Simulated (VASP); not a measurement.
Here is a VASP 6.6.1 calculation.

File INCAR:

```
PREC = Accurate
ENCUT = 600
EDIFF = 1E-6
ISMEAR = -1
SIGMA = 0.15
LREAL = F
LASPH = T
NELM = 80
ALGO = Normal
ISIF = 3
LWAVE = F
LCHARG = F
GGA = PS
IBRION = 2
NSW = 80
EDIFFG = -0.001
PSTRESS = 100.0
```

Contents of KPOINTS:

```
Automatic mesh
0
Gamma
  12 12 12
```

File POSCAR:

```
AlCu3
1.0
    0.0000000000      2.8658643992      2.8658643992
    2.8658643992      0.0000000000      2.8658643992
    2.8658643992      2.8658643992      0.0000000000
Al Cu
1 3
Direct
    0.0000000000      0.0000000000      0.0000000000
    0.5000000000      0.5000000000      0.5000000000
    0.2500000000      0.2500000000      0.2500000000
    0.7500000000      0.7500000000      0.7500000000
```

Potentials or basis: VASP PAW PBE potentials, release 64 (Al, Cu).

Launch:

```console
$ cat potpaw_PBE.64/Al/POTCAR potpaw_PBE.64/Cu/POTCAR > POTCAR
$ mpirun -np 1 vasp_std > vasp.out
```

Question: Predict the band gap on the k mesh.

Answer: Zero (bands 18 and 19 overlap by 6.00 eV).

Question: Predict the relaxed volume.

Answer: 11.37 Å³/atom.

Question: What does it give for the space group after relaxing (to 0.1 Å)?

Answer: Fm-3m (No. 225).

The path:
```tsv
step	energy change (eV)	largest force (eV/Å)	pressure (GPa)	volume (Å³)
1	0.0000	0.0000	3.86	47.08
2	0.1789	0.0000	16.38	44.07
3	0.0703	0.0000	10.16	45.40
4	0.0677	0.0000	10.17	45.44
5	0.0260	0.0000	6.60	46.25
6	0.0654	0.0000	9.87	45.48
7	0.0655	0.0000	9.75	45.48
8	0.0657	0.0000	9.79	45.47
9	0.0657	0.0000	9.81	45.47
10	0.0657	0.0000	9.78	45.47
11	0.0657	0.0000	9.79	45.47
12	0.0657	0.0000	9.82	45.47
13	0.0658	0.0000	9.87	45.47
14	0.0658	0.0000	10.02	45.47
15	0.0658	0.0000	9.78	45.47
16	0.0658	0.0000	9.80	45.47
17	0.0659	0.0000	9.85	45.47
18	0.0659	0.0000	10.03	45.47
19	0.0659	0.0000	9.78	45.47
20	0.0659	0.0000	9.81	45.47
21	0.0660	0.0000	9.89	45.47
22	0.0660	0.0000	9.92	45.47
23	0.0661	0.0000	10.10	45.47
24	0.0661	0.0000	9.72	45.47
25	0.0661	0.0000	9.88	45.47
26	0.0661	0.0000	9.81	45.47
27	0.0662	0.0000	10.03	45.47
28	0.0662	0.0000	9.79	45.47
29	0.0662	0.0000	9.83	45.47
30	0.0662	0.0000	10.00	45.47
```

Caveat: the cell is relaxed towards a set pressure, so the run minimises the enthalpy, not the energy; the PAW data sets were made with another functional, which shifts forces and pressure a little.
